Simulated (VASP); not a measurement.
# SiNi3 (P4mm) in VASP: single point with PBE

Aim: the single point of SiNi3 with PBE.

Program: VASP 6.6.1. These are calculated values, not measurements. Logs are shortened: lines on timing, memory, paths and dates and some standing lists are left out, and cuts for length are marked.

## (1) The cell of the first run

The structure is tetragonal, space group P4mm (No. 99). Conventional cell: a = 3.506 Å, b = 3.506 Å, c = 12.019 Å, α = 90.00°, β = 90.00°, γ = 90.00°. Within 3.3 Å of Si (site symmetry 4mm) lie 12 Ni at 2.48 Å. Within 3.3 Å of Si (site symmetry 4mm) lie 12 Ni at 2.48 Å. Si (site symmetry 4mm) has 8 Ni at 2.48 Å within 3.3 Å. Within 3.3 Å of Ni (site symmetry 4mm) lie 4 Ni at 2.48 Å and 4 Si at 2.48 Å. Ni (site symmetry 4mm) has 8 Ni at 2.48 Å and 4 Si at 2.48 Å within 3.3 Å. Within 3.3 Å of Ni (site symmetry 4mm) lie 8 Ni at 2.48 Å and 4 Si at 2.48 Å. Ni (site symmetry 2mm) has 2 Si at 2.48 Å and 6 Ni at 2.48 Å within 3.3 Å. Within 3.3 Å of Ni (site symmetry 2mm) lie 4 Si at 2.48 Å and 8 Ni at 2.48 Å.

## (2) Single point, PBE (the distance across one plane changed)

File INCAR:

```
ALGO     = Fast           # electronic algorithm
EDIFF    = 1E-7           # SCF threshold, eV
ENCUT    = 520            # plane-wave cutoff, eV
GGA      = PE             # functional
ISIF     = 2              # what is computed and relaxed
ISMEAR   = 0              # smearing method
LASPH    = True           # aspherical terms in the spheres
LCHARG   = False          # write CHGCAR
LREAL    = False          # projectors in reciprocal space
LWAVE    = False          # write WAVECAR
NBANDS   = 63             # bands
NELM     = 60             # most SCF steps
PREC     = Accurate       # precision mode
SIGMA    = 0.15           # smearing width, eV
```

File KPOINTS:

```
k-points
0
Gamma
  13 13 5
```

File POSCAR:

```
SiNi3
1.0
    0.0000000000     -3.5062596265      0.0000000000
    0.0000000000      0.0000000000     -3.5062596265
   12.0187788796      0.0000000000      0.0000000000
Si Ni
3 9
Direct
    1.0000000000      1.0000000000      0.2187842403
    1.0000000000      1.0000000000      0.5105160096
    1.0000000000      1.0000000000      0.8022477788
    0.5000000000      0.5000000000      0.8022477788
    0.5000000000      0.5000000000      0.2187842403
    0.5000000000      0.5000000000      0.5105160096
    0.0000000000      0.5000000000      0.0729183557
    0.0000000000      0.5000000000      0.3646501249
    0.0000000000      0.5000000000      0.6563818942
    0.5000000000      1.0000000000      0.0729183557
    0.5000000000      1.0000000000      0.3646501249
    0.5000000000      1.0000000000      0.6563818942
```

Potentials or basis: VASP PAW PBE potentials, release 64 (Si, Ni).

Started as:

```
$ cat potpaw_PBE.64/Si/POTCAR potpaw_PBE.64/Ni/POTCAR > POTCAR
$ mpirun -np 1 vasp_std > vasp.out
```

OUTCAR:

```text
EDIFF = 1E-7
   ENCUT = 520
   GGA = PE
   ISIF = 2
   ISMEAR = 0
   LASPH = True
   LREAL = False
   NELM = 60
   PREC = Accurate

 ion  position               nearest neighbor table
   1  0.000  0.000  0.219-   8 2.48  11 2.48   8 2.48  11 2.48   7 2.48  10 2.48  10 2.48   7 2.48
                             5 2.48   5 2.48   5 2.48   5 2.48
   2  0.000  0.000  0.511-   9 2.48  12 2.48   9 2.48  12 2.48   6 2.48   6 2.48   6 2.48   6 2.48
                            11 2.48  11 2.48   8 2.48   8 2.48
   3  0.000  0.000  0.802-   9 2.48  12 2.48   9 2.48  12 2.48   4 2.48   4 2.48   4 2.48   4 2.48
[... 15 lines left out ...]
  11  0.500  0.000  0.365-   1 2.48   5 2.48   5 2.48   1 2.48   8 2.48   8 2.48   8 2.48   8 2.48
                             6 2.48   2 2.48   6 2.48   2 2.48
  12  0.500  0.000  0.656-   2 2.48   3 2.48   4 2.48   6 2.48   4 2.48   6 2.48   2 2.48   3 2.48
                             9 2.48   9 2.48   9 2.48   9 2.48

  LATTYP: Found a simple tetragonal cell.
 ALAT       =     3.5062596265
 C/A-ratio  =     3.4278063121

  Lattice vectors:

 A1 = (   0.0000000000,  -3.5062596265,   0.0000000000)
 A2 = (   0.0000000000,   0.0000000000,  -3.5062596265)
 A3 = (  12.0187788796,   0.0000000000,   0.0000000000)

Analysis of symmetry for initial positions (statically):
=====================================================================
 Subroutine PRICEL returns:
 Original cell was already a primitive cell.

 Routine SETGRP: Setting up the symmetry group for a
 simple tetragonal supercell.

 Subroutine GETGRP returns: Found  8 space group operations
 (whereof  8 operations were pure point group operations)
 out of a pool of 16 trial point group operations.

The static configuration has the point symmetry C_4v.

Analysis of symmetry for dynamics (positions and initial velocities):
=====================================================================
 Subroutine PRICEL returns:
 Original cell was already a primitive cell.

 Routine SETGRP: Setting up the symmetry group for a
 simple tetragonal supercell.

 Subroutine GETGRP returns: Found  8 space group operations
 (whereof  8 operations were pure point group operations)
 out of a pool of 16 trial point group operations.

The dynamic configuration has the point symmetry C_4v.

 Subroutine INISYM returns: Found  8 space group operations
 (whereof  8 operations are pure point group operations),
 and found     1 'primitive' translations

----------------------------------------------------------------------------------------

                                     Primitive cell

  volume of cell :     147.7571

  direct lattice vectors                    reciprocal lattice vectors
     0.000000000 -3.506259626  0.000000000     0.000000000 -0.285204208  0.000000000
     0.000000000  0.000000000 -3.506259626     0.000000000  0.000000000 -0.285204208
    12.018778880  0.000000000  0.000000000     0.083203128  0.000000000  0.000000000

  length of vectors
     3.506259626  3.506259626 12.018778880     0.285204208  0.285204208  0.083203128

  position of ions in fractional coordinates (direct lattice)
     0.000000000  0.000000000  0.218784240
     0.000000000  0.000000000  0.510516010
     0.000000000  0.000000000  0.802247779
     0.500000000  0.500000000  0.802247779
     0.500000000  0.500000000  0.218784240
     0.500000000  0.500000000  0.510516010
     0.000000000  0.500000000  0.072918356
     0.000000000  0.500000000  0.364650125
     0.000000000  0.500000000  0.656381894
     0.500000000  0.000000000  0.072918356
     0.500000000  0.000000000  0.364650125
     0.500000000  0.000000000  0.656381894

  ion indices of the primitive-cell ions
   primitive index   ion index
                 1           1
                 2           2
                 3           3
                 4           4
                 5           5
                 6           6
                 7           7
                 8           8
                 9           9
                10          10
                11          11
                12          12

----------------------------------------------------------------------------------------

 KPOINTS: k-points

Automatic generation of k-mesh.
 Grid dimensions read from file:
 generate k-points for:   13   13    5

 Generating k-lattice:

  Cartesian coordinates                     Fractional coordinates (reciprocal lattice)
     0.000000000 -0.021938785  0.000000000     0.076923077  0.000000000  0.000000000
     0.000000000  0.000000000 -0.021938785     0.000000000  0.076923077  0.000000000
     0.016640626  0.000000000  0.000000000     0.000000000  0.000000000  0.200000000

  Length of vectors
     0.021938785  0.021938785  0.016640626

  Shift w.r.t. Gamma in fractional coordinates (k-lattice)
     0.000000000  0.000000000  0.000000000

 Subroutine IBZKPT returns following result:
 ===========================================

 Found     84 irreducible k-points:

 Following reciprocal coordinates:
            Coordinates               Weight
  0.000000  0.000000  0.000000      1.000000
  0.076923  0.000000  0.000000      4.000000
  0.153846  0.000000  0.000000      4.000000
  0.230769  0.000000  0.000000      4.000000
  0.307692  0.000000  0.000000      4.000000
  0.384615  0.000000  0.000000      4.000000
[... 16 lines left out ...]
  0.307692  0.307692  0.000000      4.000000
  0.384615  0.307692  0.000000      8.000000
 [... further k-points ...]
   k-points           NKPTS =     84   k-points in BZ     NKDIM =     84   number of bands    NBANDS=     63
   number of dos      NEDOS =    301   number of ions     NIONS =     12
   total plane-waves  NPLWV =  70560
   dimension x,y,z NGX =    28 NGY =   28 NGZ =   90
   dimension x,y,z NGXF=    56 NGYF=   56 NGZF=  180
   ions per type =               3   9
   NGX,Y,Z   is equivalent  to a cutoff of  13.28, 13.28, 12.45 a.u.
   NGXF,Y,Z  is equivalent  to a cutoff of  26.55, 26.55, 24.90 a.u.
 SYSTEM =  unknown system
   PREC   = accura    normal or accurate (medium, high low for compatibility)
   ISTART =      0    job   : 0-new  1-cont  2-samecut
   ICHARG =      2    charge: 1-file 2-atom 10-const
   ISPIN  =      1    spin polarized calculation?
   LNONCOLLINEAR =      F non collinear calculations
   LSORBIT =      F    spin-orbit coupling
   LASPH  =      T    aspherical Exc in radial PAW
   ENCUT  =  520.0 eV  38.22 Ry    6.18 a.u.   6.52  6.52 22.35*2*pi/ulx,y,z
   NELM   =     60;   NELMIN=  2; NELMDL= -5     # of ELM steps
   EDIFF  = 0.1E-06   stopping-criterion for ELM
   LREAL  =      F    real-space projection
   EDIFFG = 0.1E-05   stopping-criterion for IOM
   NSW    =      0    number of steps for IOM
   IBRION =     -1    ionic relax: 0-MD 1-quasi-New 2-CG
   NFREE  =      0    steps in history (QN), initial steepest desc. (CG)
   ISIF   =      2    stress and relaxation
   ISYM   =      2    0-nonsym 1-usesym 2-fastsym
   POTIM  = 0.5000    time-step for ionic-motion
   TEBEG  =    0.0;   TEEND  =   0.0 temperature during run
   PSTRESS=    0.0 pullay stress
   NELECT =     102.0000    total number of electrons
   NUPDOWN=      -1.0000    fix difference up-down
   EMIN   =  10.00;   EMAX   =-10.00  energy-range for DOS
   EFERMI =   0.00;   METHOD = LEGACY
   ISMEAR =     0;   SIGMA  =   0.15  broadening in eV -4-tet -1-fermi 0-gaus
   EFERMI_NEDOS =   21; number of points for ismear=-14 and -15
   IALGO  =     68    algorithm
   IMIX   =      4    mixing-type and parameters
     AMIX     =   0.40;   BMIX     =  1.00
     AMIX_MAG =   1.60;   BMIX_MAG =  1.00
  volume/ion in A,a.u.               =      12.31        83.09
  Fermi-wavevector in a.u.,A,eV,Ry     =   1.446856  2.734162 28.482342  2.093393
  Thomas-Fermi vector in A             =   2.564877
   LORBIT       =      0    0 simple, 1 ext, 2 COOP (PROOUT), +10 PAW based schemes
   GGA     = PE    functional components
   LHFCALC =     F    Hartree Fock is set to
   AEXX    =    0.0000 exact exchange contribution
   IVDW    =     0    specifies the selected vdW correction
   LEPSILON=     F    determine dielectric tensor
   LRPA    =     F    only Hartree local field effects (RPA)
 non-spin polarized calculation
 RMM-DIIS sequential band-by-band and
 Gauss-broadening in eV      SIGMA  =   0.15
  energy-cutoff  :      520.00
  volume of cell :      147.76
 maximum number of plane-waves:      4029
 NGX is ok and might be reduce to    28
   NGX = 13   NGY = 13   NGZ = 45

 number of electron     101.9999938 magnetization

 Free energy of the ion-electron system (eV)
  ---------------------------------------------------
  ext. energy  EPLUGINS =         0.00000000
  ---------------------------------------------------
  free energy    TOTEN  =       -68.15373643 eV

  energy without entropy =      -68.06239674  energy(sigma->0) =      -68.10806658

 E-fermi :   8.8761     XC(G=0): -12.2138

 val. band max:        8.8706044266   @ k =   0.1538   0.1538   0.4000
 cond. band min:       8.8770382901   @ k =   0.0769   0.0000   0.2000
 fundamental gap:      0.0064338635
 Fermi energy:         8.8760552474

 k-point     1 :       0.0000    0.0000    0.0000
  band No.  band energies     occupation
      1      -2.8419      2.00000
      2      -1.9952      2.00000
      3      -1.0993      2.00000
      4       2.0398      2.00000
      5       3.1509      2.00000
      6       4.0840      2.00000
[... 1573 lines left out ...]
     62      12.8692      0.00000
     63      13.2676      0.00000

 [... further k-points ...]

------------------------ aborting loop because EDIFF is reached ----------------------------------------

  FORCE on cell =-STRESS in cart. coord.  units (eV):
  Direction    XX          YY          ZZ          XY          YZ          ZX
  --------------------------------------------------------------------------------------
  -------------------------------------------------------------------------------------
  Total       -6.5683038     -3.4854774     -3.4854774      0.0000000      0.0000000      0.0000000
  in kB      -71.2221908    -37.7941315    -37.7941315      0.0000000      0.0000000      0.0000000
  external PRESSURE =     -48.9368180 kB  Pullay stress =       0.0000000 kB

 VOLUME and BASIS-vectors are now :
 -----------------------------------------------------------------------------
  energy-cutoff  :      520.00
  volume of cell :      147.76
      direct lattice vectors                 reciprocal lattice vectors
     0.000000000 -3.506259626  0.000000000     0.000000000 -0.285204208  0.000000000
     0.000000000  0.000000000 -3.506259626     0.000000000  0.000000000 -0.285204208
    12.018778880  0.000000000  0.000000000     0.083203128  0.000000000  0.000000000

 POSITION                                       TOTAL-FORCE (eV/Angst)
 -----------------------------------------------------------------------------------
      2.62952      0.00000      0.00000        -0.559213      0.000000     -0.000000
      6.13578      0.00000      0.00000        -0.198467      0.000000     -0.000000
      9.64204      0.00000      0.00000        -0.413809      0.000000     -0.000000
      9.64204     -1.75313     -1.75313         1.235211      0.000000      0.000000
      2.62952     -1.75313     -1.75313        -0.419774      0.000000      0.000000
      6.13578     -1.75313     -1.75313         0.155050      0.000000     -0.000000
      0.87639      0.00000     -1.75313        -0.113489      0.000000     -0.000000
      4.38265      0.00000     -1.75313        -0.006261      0.000000      0.000000
      7.88891      0.00000     -1.75313         0.220251      0.000000     -0.000000
      0.87639     -1.75313      0.00000        -0.113489      0.000000     -0.000000
      4.38265     -1.75313      0.00000        -0.006261      0.000000     -0.000000
      7.88891     -1.75313      0.00000         0.220251     -0.000000     -0.000000
 -----------------------------------------------------------------------------------
    total drift:                               -0.000535     -0.000000     -0.000000

  FREE ENERGIE OF THE ION-ELECTRON SYSTEM (eV)
  ---------------------------------------------------
  free  energy   TOTEN  =       -68.1537364270 eV

  energy  without entropy=      -68.0623967365  energy(sigma->0) =      -68.10806658
```

Wall time 19 min (1 thread of Intel Xeon Platinum 8488C (Sapphire Rapids), shared host); peak memory 0.63 GiB.

Results:

* Free energy: -68.1537 eV
* Pressure: -4.9 GPa
* Largest force: 1.235 eV/Å
* Band gap on the k mesh: zero (bands 51 and 52 overlap by 0.30 eV)

Forces in eV/Å, atoms in the order of the input:
```
Si  -0.559  0.000  0.000
Si  -0.198  0.000  0.000
Si  -0.414  0.000  0.000
Ni   1.235  0.000  0.000
Ni  -0.420  0.000  0.000
Ni   0.155  0.000  0.000
Ni  -0.113  0.000  0.000
Ni  -0.006  0.000  0.000
Ni   0.220  0.000  0.000
Ni  -0.113  0.000  0.000
Ni  -0.006  0.000  0.000
Ni   0.220  0.000  0.000
```

Stress tensor (GPa, compression positive):
```
-7.12  0.00  0.00
 0.00 -3.78  0.00
 0.00  0.00 -3.78
```

Caveat: the cell differs from its parent crystal (the distance across one plane changed); the cell stands under tension; forces of over 1 eV/Å act on the atoms, so gaps and moduli don't describe the material at rest. Spin polarisation is off, so any magnetic state and its effect on volume and gap are missing.
